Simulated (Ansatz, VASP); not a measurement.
# Cs in VASP and in Ansatz

```
Cs
1.0
    -2.96132    2.96132    2.96132
     2.96132   -2.96132    2.96132
     2.96132    2.96132   -2.96132
Cs
1
Cartesian
  0.0000 0.0000 0.0000
```

Change from the starting cell: volume scaled by 0.9405.

Alike in both runs: task single point; functional PBE; k mesh 9 × 9 × 9; occupations fermi-dirac, width 0.05 eV; no spin polarisation.

```csv
,VASP,Ansatz
version,VASP 6.6.1,Ansatz 0.2.0
potentials or method,"VASP PAW PBE potentials, release 64 (Cs_sv), cutoff 520 eV","all-electron LAPW, scalar-relativistic"
```

|  | VASP | Ansatz | Ansatz less VASP |
| --- | --- | --- | --- |
| pressure (GPa) | 0.3 | 0.3 | +0.01 |

Ansatz ran all-electron here, and VASP with PAW potentials.

Neither program's run includes spin-orbit coupling.
